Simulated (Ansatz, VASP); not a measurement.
**Bi: VASP beside Ansatz**

The input INCAR:

```
  PREC = Accurate
  ENCUT = 520
  EDIFF = 1E-7
  ISMEAR = -1
  SIGMA = 0.05
  LREAL = F
  LASPH = T
  NELM = 60
  ALGO = Normal
  ISIF = 2
  LWAVE = F
  LCHARG = F
  GGA = PE
  NBANDS = 14
```

KPOINTS

```
regular mesh
0
Gamma
  14 14 14
```

File POSCAR:

```
Bi
1.0
    0.0000000000      2.1222239900      2.1222239900
    2.1222239900      0.0000000000      2.1222239900
    2.1222239900      2.1222239900      0.0000000000
Bi
1
Direct
    0.0000000000      0.0000000000      0.0000000000
```

Input for Ansatz:

```yaml
crystal:
  lattice:
    - [0.0, 2.12222399, 2.12222399]
    - [2.12222399, 0.0, 2.12222399]
    - [2.12222399, 2.12222399, 0.0]
  atoms:
    - { symbol: Bi, position: [0.0, 0.0, 0.0] }
kpoints:
  mp_grid: { grid: [14, 14, 14] }
scf:
  occupations: { method: fermi_dirac, width: 0.05 }
hamiltonian:
  xc: pbe
  pseudopotentials: { kind: all_electron, lapw: { basis_error: 0.001 } }
output:
  forces: true
  stress: true
  eigenvalues: true
  populations: true
```

Change from the starting cell: volume scaled by 0.6, LAPW.

Alike in both runs: task single point; functional PBE; k mesh 14 × 14 × 14; occupations fermi-dirac, width 0.05 eV; no spin polarisation.

|  | VASP | Ansatz |
| --- | --- | --- |
| version | VASP 6.6.1 | Ansatz 0.2.0 |
| potentials or method | VASP PAW PBE potentials, release 64 (Bi_d), cutoff 520 eV | all-electron LAPW, scalar-relativistic |

Ansatz gave:

```
pressure (GPa) : 85.3
```

What did VASP give for the same quantities?

Pressure (GPa): 85.2.

Both programs put the cell under a high pressure, so it lies far from rest at this level. Ansatz ran all-electron here, and VASP with PAW potentials.

Neither program's run includes spin-orbit coupling. Noted on VASP's run: the cell as given lies far from equilibrium.
